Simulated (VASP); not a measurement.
Input of a VASP 6.6.1 run:

Contents of INCAR:

```
PREC = Accurate ; ENCUT = 520
EDIFF = 1E-7 ; ISMEAR = 1
SIGMA = 0.05 ; LREAL = F
LASPH = T ; NELM = 150
ALGO = Normal ; ISIF = 2
LWAVE = F ; LCHARG = F
ISPIN = 2 ; MAGMOM = 1
LORBIT = 11 ; LMAXMIX = 4
GGA = VW ; NBANDS = 14
```

File KPOINTS:

```
regular mesh
0
Gamma
  12 12 12
```

File POSCAR:

```
Os
1.0
    0.0000000000      1.9187129938      1.9187129938
    1.9187129938      0.0000000000      1.9187129938
    1.9187129938      1.9187129938      0.0000000000
Os
1
Direct
    0.0000000000      0.0000000000      0.0000000000
```

Potentials or basis: VASP PAW PBE potentials, release 64 (Os).

Launch:

```bash
$ cat potpaw_PBE.64/Os/POTCAR > POTCAR
$ mpirun -np 1 vasp_std > vasp.out
```

**Question.** What does it give for the band gap on the k mesh?

**Answer.** Zero (filled and empty bands overlap).

**Question.** What does it give for the net moment?

**Answer.** 0.02 μB per cell.

**Question.** Estimate the pressure.

**Answer.** -10.7 GPa.

Caveat: the cell stands under tension; the PAW data sets were made with another functional, which shifts forces and pressure a little; spin-orbit coupling is left out, which moves the levels of the heavy elements.
